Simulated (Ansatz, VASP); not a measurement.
## Two plane-wave programs on Al2Cu

```
CELL_PARAMETERS angstrom
-2.04460 2.04460 2.89140
2.04460 -2.04460 2.89140
2.04460 2.04460 -2.89140
ATOMIC_POSITIONS crystal
Al 0.75000 0.23710 0.48710
Al 0.25000 0.73710 0.48710
Cu 0.50000 0.51095 0.01095
```

Change from the starting cell: mode 4 frozen in at -0.037 Å and mode 5 at -0.037 Å (largest displacements).

Alike in both runs: task single point; functional PBE; k mesh 14 × 14 × 14; occupations gaussian, width 0.15 eV; no spin polarisation.

```csv
,VASP,Ansatz
version,VASP 6.6.1,Ansatz 0.2.0
potentials or method,"VASP PAW PBE potentials, release 64 (Al, Cu), cutoff 520 eV","scalar-relativistic, plane waves, PAW"
valence electrons in the cell,17,25
```

VASP gave:

```
gap on the k mesh at the Fermi level (eV)                     : none
pressure (GPa)                                                : 0.7
traceless stress, the component that is largest in VASP (GPa) : -0.40
rms of the force components (eV/Å)                            : 0.284
```

Q: What did Ansatz give for the same quantities?

A: gap on the k mesh at the Fermi level (eV): none; pressure (GPa): 0.3; traceless stress, the component that is largest in VASP (GPa): -0.40; rms of the force components (eV/Å): 0.284.

Atom by atom the forces differ by 0.000 eV/Å (rms over components). A gap of «none» marks a metal or a gap that the smearing closes. VASP's potentials hold 17 valence electrons a cell and Ansatz's 25, so a difference there can come from the potentials and not from the codes.
